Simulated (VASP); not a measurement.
Runs of VASP 6.6.1 on NbTe (zincblende type). The structure is that of space group F-43m (No. 216), or close to it. The cells are those of the table. 

| task | cell | k mesh | cutoff (eV) | k mesh for the DOS | occupations for the DOS | gap on the mesh (eV) | pressure (GPa) |
| --- | --- | --- | --- | --- | --- | --- | --- |
| single point | a = 4.010 Å, angles 60.0°, 2 atoms | 12 × 12 × 12 | 520 | - | - | none | 34.3 |
| relaxation of cell and atoms | relaxed from a = 4.394 Å, angles 60.0°, 2 atoms | 12 × 12 × 12 | 600 | - | - | none | 0.0 |
| single point | a = 3.458 Å, angles 60.0°, 2 atoms | 15 × 15 × 15 | 520 | - | - | none | (a) |
| single point | a = 4.174 Å, angles 60.0°, 2 atoms | 12 × 12 × 12 | 520 | - | - | none | 13.7 |

Alike in all rows: level LDA; potentials or basis VASP PAW LDA potentials, release 64 (Nb_sv, Te); no spin polarisation; smearing fermi-dirac 0.1 eV.

**Question.** Fill in the values left out.

**Answer.** (a) 232.9.

Caveats: spin-orbit coupling is left out, which moves the levels of the heavy elements.

A k mesh can miss the band edges, and the runs leave out spin-orbit coupling on Nb, Te.

A gap of «none» marks levels without a gap at the run's occupations.
